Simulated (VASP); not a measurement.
Here is a VASP 6.6.1 calculation.

POSCAR

```
ZrS
1.0
    0.0000000000      2.6383321702      2.6383321702
    2.6383321702      0.0000000000      2.6383321702
    2.6383321702      2.6383321702      0.0000000000
Zr S
1 1
Direct
    0.0000000000      0.0000000000      0.0000000000
    0.5000000000      0.5000000000      0.5000000000
```

File INCAR.step1:

```
PREC = Accurate
ENCUT = 520
ISMEAR = 0
SIGMA = 0.1
LREAL = F
LASPH = T
NELM = 80
NBANDS = 16
GGA = PE
ALGO = Normal
EDIFF = 1E-4
LWAVE = T
LCHARG = F
```

Contents of INCAR.step2:

```
PREC = Accurate
ENCUT = 520
EDIFF = 1E-7
ISMEAR = 0
SIGMA = 0.1
LREAL = F
LASPH = T
NELM = 80
ALGO = Normal
ISIF = 2
LWAVE = F
LCHARG = F
METAGGA = R2SCAN
LMIXTAU = T
NBANDS = 16
ISTART = 1
```

KPOINTS

```
Automatic mesh
0
Gamma
  14 14 14
```

Potentials or basis: VASP PAW PBE potentials, release 64 (Zr_sv, S).

Run with:

```bash
$ cat potpaw_PBE.64/Zr_sv/POTCAR potpaw_PBE.64/S/POTCAR > POTCAR
$ cp INCAR.step1 INCAR
$ mpirun -np 1 vasp_std > vasp.out
$ cp INCAR.step2 INCAR
$ mpirun -np 1 vasp_std > vasp.out
```

(1) Estimate the band gap on the k mesh.

(2) Estimate the pressure.

Results:

(1) zero (band 9 reaches 12.20 eV, above the bottom of band 10 at 9.36 eV).

(2) -3.9 GPa.

Caveat: the PAW data sets were made with another functional, which shifts forces and pressure a little.
